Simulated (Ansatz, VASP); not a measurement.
TaN: VASP beside Ansatz

```
Ta N
1.0
     5.17892    0.00000    0.00000
    -2.58946    4.48508    0.00000
     0.00000    0.00000    2.89600
Ta N
3 3
Direct
  0.33333 0.66667 0.52468
  0.66667 0.33333 0.52468
  0.00000 0.00000 0.94820
  0.39337 0.00000 0.01049
  0.60663 0.60663 0.01049
  0.00000 0.39337 0.01049
```

Change from the starting cell: mode 4 (148.0 1/cm) frozen in, largest displacement -0.150 Å.

Alike in both runs: task single point; functional PBEsol; k mesh 12 × 12 × 16; occupations gaussian, width 0.15 eV; no spin polarisation.

```csv
,VASP,Ansatz
version,VASP 6.6.1,Ansatz 0.2.0
potentials or method,"VASP PAW PBE potentials, release 64 (Ta_pv, N), cutoff 520 eV","scalar-relativistic, plane waves, PAW"
valence electrons in the cell,48,54
```

|  | VASP | Ansatz | Ansatz less VASP |
| --- | --- | --- | --- |
| gap on the k mesh at the Fermi level (eV) | none | none | - |
| pressure (GPa) | 1.4 | 0.5 | -0.88 |
| traceless stress, the component that is largest in VASP (GPa) | -0.69 | -0.64 | +0.046 |
| rms of the force components (eV/Å) | 0.602 | 0.604 | +0.0015 |

VASP's potentials were made for PBE, not for PBEsol. Atom by atom the forces differ by 0.007 eV/Å (rms over components). A gap of «none» marks a metal or a gap that the smearing closes. The functional is the same, so the differences come from potentials, cutoffs and numerics. VASP's potentials hold 48 valence electrons a cell and Ansatz's 54, so a difference there can come from the potentials and not from the codes.

Spin-orbit coupling is off throughout.
